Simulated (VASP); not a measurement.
# HfN in VASP: further runs

Runs on HfN. Level: PBE. Tasks: single point, relaxation of cell and atoms.

Everything below comes from runs of VASP 6.6.1. Logs are shortened: lines on timing, memory, paths and dates and some standing lists are left out, and cuts for length are marked.

## Step 1: The cell of the first run

The typed cell holds 2 atoms: a = 3.067 Å, b = 3.067 Å, c = 3.458 Å, α = 90.00°, β = 90.00°, γ = 90.00°.

The cell was built from a structure type or drawn by symmetry, and may not be a known phase.

## Step 2: Single point, PBE

Contents of INCAR:

```
PREC = Accurate
ENCUT = 520
EDIFF = 1E-6
ISMEAR = 0
SIGMA = 0.1
LREAL = F
LASPH = T
NELM = 60
ALGO = Normal
ISIF = 2
LWAVE = F
LCHARG = T
GGA = PE
LELF = T
LVHAR = T
NBANDS = 14
```

Contents of KPOINTS:

```
regular mesh
0
Gamma
  6 6 4
```

Contents of POSCAR:

```
HfN
1.0
    2.1683540637     -2.1685241417      0.0000000000
    2.1683540637      2.1685241417      0.0000000000
    0.0000000000      0.0000000000      3.4581045345
Hf N
1 1
Direct
    0.5000000000      0.5000000000      0.0000000000
    0.0000000000      0.0000000000      0.0000000000
```

Potentials or basis: VASP PAW PBE potentials, release 64 (Hf_pv, N).

On the command line:

```bash
$ cat potpaw_PBE.64/Hf_pv/POTCAR potpaw_PBE.64/N/POTCAR > POTCAR
$ mpirun -np 1 vasp_std > vasp.out
```

OUTCAR:

```text
PREC = Accurate
   ENCUT = 520
   EDIFF = 1E-6
   ISMEAR = 0
   LREAL = F
   LASPH = T
   NELM = 60
   ISIF = 2
   GGA = PE

 ion  position               nearest neighbor table
   1  0.500  0.500  0.000-   2 2.17   2 2.17   2 2.17   2 2.17
   2  0.000  0.000  0.000-   1 2.17   1 2.17   1 2.17   1 2.17

  LATTYP: Found a base centered orthorhombic cell.
 ALAT       =     4.3367081274
 B/A-ratio  =     1.0000784365
 C/A-ratio  =     0.7974031069

  Lattice vectors:

 A1 = (   2.1683540637,  -2.1685241417,   0.0000000000)
 A2 = (   2.1683540637,   2.1685241417,   0.0000000000)
 A3 = (   0.0000000000,   0.0000000000,   3.4581045345)

Analysis of symmetry for initial positions (statically):
=====================================================================
 Subroutine PRICEL returns:
 Original cell was already a primitive cell.

 Routine SETGRP: Setting up the symmetry group for a
 base centered orthorhombic supercell.

 Subroutine GETGRP returns: Found  8 space group operations
 (whereof  8 operations were pure point group operations)
 out of a pool of  8 trial point group operations.

The static configuration has the point symmetry D_2h.

Analysis of symmetry for dynamics (positions and initial velocities):
=====================================================================
 Subroutine PRICEL returns:
 Original cell was already a primitive cell.

 Routine SETGRP: Setting up the symmetry group for a
 base centered orthorhombic supercell.

 Subroutine GETGRP returns: Found  8 space group operations
 (whereof  8 operations were pure point group operations)
 out of a pool of  8 trial point group operations.

The dynamic configuration has the point symmetry D_2h.

 Subroutine INISYM returns: Found  8 space group operations
 (whereof  8 operations are pure point group operations),
 and found     1 'primitive' translations

----------------------------------------------------------------------------------------

                                     Primitive cell

  volume of cell :      32.5209

  direct lattice vectors                    reciprocal lattice vectors
     2.168354064 -2.168524142  0.000000000     0.230589648 -0.230571563  0.000000000
     2.168354064  2.168524142  0.000000000     0.230589648  0.230571563  0.000000000
     0.000000000  0.000000000  3.458104534     0.000000000  0.000000000  0.289175758

  length of vectors
     3.066635991  3.066635991  3.458104534     0.326090219  0.326090219  0.289175758

  position of ions in fractional coordinates (direct lattice)
     0.500000000  0.500000000  0.000000000
     0.000000000  0.000000000  0.000000000

  ion indices of the primitive-cell ions
   primitive index   ion index
                 1           1
                 2           2
[... 86 lines left out ...]
   EFERMI =   0.00;   METHOD = LEGACY
   ISMEAR =     0;   SIGMA  =   0.10  broadening in eV -4-tet -1-fermi 0-gaus
   EFERMI_NEDOS =   21; number of points for ismear=-14 and -15
   IALGO  =     38    algorithm
   IMIX   =      4    mixing-type and parameters
     AMIX     =   0.40;   BMIX     =  1.00
     AMIX_MAG =   1.60;   BMIX_MAG =  1.00
  volume/ion in A,a.u.               =      16.26       109.73
  Fermi-wavevector in a.u.,A,eV,Ry     =   1.264885  2.390286 21.768426  1.599934
  Thomas-Fermi vector in A             =   2.398167
   LORBIT       =      0    0 simple, 1 ext, 2 COOP (PROOUT), +10 PAW based schemes
   GGA     = PE    functional components
   LHFCALC =     F    Hartree Fock is set to
   AEXX    =    0.0000 exact exchange contribution
   IVDW    =     0    specifies the selected vdW correction
   LEPSILON=     F    determine dielectric tensor
   LRPA    =     F    only Hartree local field effects (RPA)
 non-spin polarized calculation
 Gauss-broadening in eV      SIGMA  =   0.10
  energy-cutoff  :      520.00
  volume of cell :       32.52
 maximum number of plane-waves:       888
   NGX = 11   NGY = 11   NGZ = 13

 number of electron      15.0000003 magnetization

 Free energy of the ion-electron system (eV)
  ---------------------------------------------------
  ext. energy  EPLUGINS =         0.00000000
  ---------------------------------------------------
  free energy    TOTEN  =       -20.29496597 eV

  energy without entropy =      -20.28380442  energy(sigma->0) =      -20.28938520

 E-fermi :   4.3846     XC(G=0): -10.7055

 val. band max:        4.3499320961   @ k =   0.5000   0.0000   0.2500
 cond. band min:       4.4252245634   @ k =   0.0000   0.0000   0.2500
 fundamental gap:      0.0752924674
 Fermi energy:         4.3846447810

 k-point     1 :       0.0000    0.0000    0.0000
  band No.  band energies     occupation
      1     -26.6240      2.00000
      2     -26.3125      2.00000
      3     -26.3125      2.00000
      4     -11.0615      2.00000
      5       1.4109      2.00000
      6       2.4306      2.00000
      7       2.6805      2.00000
      8       2.6810      2.00000
      9       2.6894      2.00000
     10       8.6002      0.00000
     11       8.6005      0.00000
     12       8.6496      0.00000
     13      10.0640      0.00000
     14      16.7717      0.00000
[... 377 lines left out ...]
      1     -26.9045      2.00000
      2     -26.7041      2.00000
      3     -26.6030      2.00000
      4      -9.9737      2.00000
      5       0.3222      2.00000
      6       0.9432      2.00000
      7       1.5835      2.00000
      8       4.6762      0.00004
      9       5.8793      0.00000
     10       6.0497      0.00000
     11      10.8049      0.00000
     12      12.4321      0.00000
     13      13.6029      0.00000
     14      13.9286      0.00000

 [... further k-points ...]

------------------------ aborting loop because EDIFF is reached ----------------------------------------

  FORCE on cell =-STRESS in cart. coord.  units (eV):
  Direction    XX          YY          ZZ          XY          YZ          ZX
  --------------------------------------------------------------------------------------
  -------------------------------------------------------------------------------------
  Total       -0.3170450     -0.3239136     -0.0134408     -0.0000000      0.0000000      0.0000000
  in kB      -15.6195655    -15.9579538     -0.6621774     -0.0000000      0.0000000      0.0000000
  external PRESSURE =     -10.7465656 kB  Pullay stress =       0.0000000 kB

 VOLUME and BASIS-vectors are now :
 -----------------------------------------------------------------------------
  energy-cutoff  :      520.00
  volume of cell :       32.52
      direct lattice vectors                 reciprocal lattice vectors
     2.168354064 -2.168524142  0.000000000     0.230589648 -0.230571563  0.000000000
     2.168354064  2.168524142  0.000000000     0.230589648  0.230571563  0.000000000
     0.000000000  0.000000000  3.458104534     0.000000000  0.000000000  0.289175758

 POSITION                                       TOTAL-FORCE (eV/Angst)
 -----------------------------------------------------------------------------------
      2.16835      0.00000      0.00000        -0.000000     -0.000000      0.000000
      0.00000      0.00000      0.00000         0.000000      0.000000      0.000000
 -----------------------------------------------------------------------------------
    total drift:                               -0.000000     -0.000000     -0.000000

  FREE ENERGIE OF THE ION-ELECTRON SYSTEM (eV)
  ---------------------------------------------------
  free  energy   TOTEN  =       -20.2949659708 eV

  energy  without entropy=      -20.2838044244  energy(sigma->0) =      -20.28938520
```

OSZICAR:

```text
N       E                     dE             d eps       ncg     rms          rms(c)
DAV:   1     0.356518130228E+02    0.35652E+02   -0.77722E+03  1092   0.977E+02
DAV:   2    -0.220638115931E+02   -0.57716E+02   -0.52980E+02  1428   0.223E+02
DAV:   3    -0.244543562493E+02   -0.23905E+01   -0.23785E+01  1374   0.355E+01
DAV:   4    -0.244707455932E+02   -0.16389E-01   -0.16387E-01  1260   0.345E+00
DAV:   5    -0.244709372380E+02   -0.19164E-03   -0.19164E-03  1374   0.336E-01    0.479E+01
DAV:   6    -0.205404536833E+02    0.39305E+01   -0.13325E+01  1328   0.254E+01    0.430E+01
DAV:   7    -0.203357289121E+02    0.20472E+00   -0.83017E-01  1194   0.748E+00    0.296E+01
DAV:   8    -0.203194327334E+02    0.16296E-01   -0.23096E-01  1296   0.402E+00    0.104E+01
DAV:   9    -0.202967159924E+02    0.22717E-01   -0.19832E-02  1224   0.117E+00    0.724E-01
DAV:  10    -0.202958193896E+02    0.89660E-03   -0.71669E-03  1414   0.604E-01    0.105E+00
DAV:  11    -0.202949652039E+02    0.85419E-03   -0.96476E-04  1412   0.216E-01    0.733E-02
DAV:  12    -0.202949630337E+02    0.21702E-05   -0.18945E-05  1298   0.315E-02    0.317E-02
DAV:  13    -0.202949658799E+02   -0.28462E-05   -0.23469E-06  1344   0.133E-02    0.341E-03
DAV:  14    -0.202949659708E+02   -0.90841E-07   -0.60898E-08   648   0.213E-03
   1 F= -.20294966E+02 E0= -.20289385E+02  d E =-.111615E-01
```

stdout:

```text
POSCAR found type information on POSCAR HfN
 POSCAR found :  2 types and       2 ions
 scaLAPACK will be used
 LDA part: xc-table for (Slater+PW92), standard interpolation
 POSCAR, INCAR and KPOINTS ok, starting setup
 FFT: planning ... GRIDC
 FFT: planning ... GRID_SOFT
 FFT: planning ... GRID
 WAVECAR not read
 entering main loop
```

It took 17 s on 1 thread of Intel Xeon 8259CL, shared host; peak memory 0.15 GiB.

What came out:

```yaml
Free_energy: -20.2950 eV
Pressure: -1.1 GPa
Band_gap_on_the_k_mesh: zero (an odd number of electrons rules out a gap without spin polarisation)
```

Caveat: the k points lie up to 0.45 Å⁻¹ apart, too coarse for converged energies and pressures of a metal; spin-orbit coupling is left out, which moves the levels of the heavy elements.

## Step 3: Single point, PBE

This run uses another cell than the first one, of 16.17 Å³/atom.

Contents of INCAR:

```
PREC     = Accurate       # precision mode
ENCUT    = 520            # plane-wave cutoff, eV
EDIFF    = 1E-6           # SCF threshold, eV
ISMEAR   = 0              # smearing method
SIGMA    = 0.1            # smearing width, eV
LREAL    = False          # projectors in reciprocal space
LASPH    = True           # aspherical terms in the spheres
NELM     = 60             # most SCF steps
ALGO     = Normal         # electronic algorithm
ISIF     = 2              # what is computed and relaxed
LWAVE    = False          # write WAVECAR
LCHARG   = False          # write CHGCAR
GGA      = PE             # functional
NBANDS   = 14             # bands
```

Contents of KPOINTS:

```
regular mesh
0
Gamma
  6 6 6
```

Contents of POSCAR:

```
HfN
1.0
    3.0636476293      0.0000000000      0.0000000000
    0.0000000000      3.0636476293      0.0000000000
    0.0000000000      0.0000000000      3.4445834791
Hf N
1 1
Direct
    0.5000000000      0.5000000000      0.0000000000
    0.0000000000      0.0000000000      0.0000000000
```

Potentials or basis: VASP PAW PBE potentials, release 64 (Hf_pv, N).

On the command line:

```bash
$ cat potpaw_PBE.64/Hf_pv/POTCAR potpaw_PBE.64/N/POTCAR > POTCAR
$ mpirun -np 1 vasp_std > vasp.out
```

Run time: 18 s. Hardware: 1 thread of Intel Xeon 8259CL, shared host; peak memory 0.16 GiB.

It converged, with:

* Free energy: -20.4387 eV
* Pressure: -1.1 GPa
* Band gap on the k mesh: zero (an odd number of electrons rules out a gap without spin polarisation)

Stress tensor (GPa, compression positive):
```
-1.53  0.00  0.00
 0.00 -1.53  0.00
 0.00  0.00 -0.15
```

Levels at points of the mesh, in eV from the Fermi level:
```tsv
k point	band 5	band 6	band 7	band 8	band 9	band 10	band 11	band 12
(0.00, 0.00, 0.00)	-2.74	-1.72	-1.50	-1.49	-1.49	4.47	4.47	4.48
(0.50, 0.00, 0.00)	-6.78	-4.69	-2.88	-1.12	4.50	4.94	5.32	5.33
(0.50, 0.50, 0.00)	-2.85	-2.85	-1.05	0.01	1.87	1.87	7.31	7.64
(0.00, 0.00, 0.50)	-4.26	-1.36	-1.36	-1.17	3.01	3.01	4.33	4.58
(0.50, 0.00, 0.50)	-6.38	-4.89	-4.58	2.65	3.73	4.12	5.04	6.00
(0.50, 0.50, 0.50)	-2.47	-2.47	-2.32	-0.67	-0.67	5.58	6.91	7.38
```

Caveat: spin-orbit coupling is left out, which moves the levels of the heavy elements.

(Part 1 of 2 ends here.)
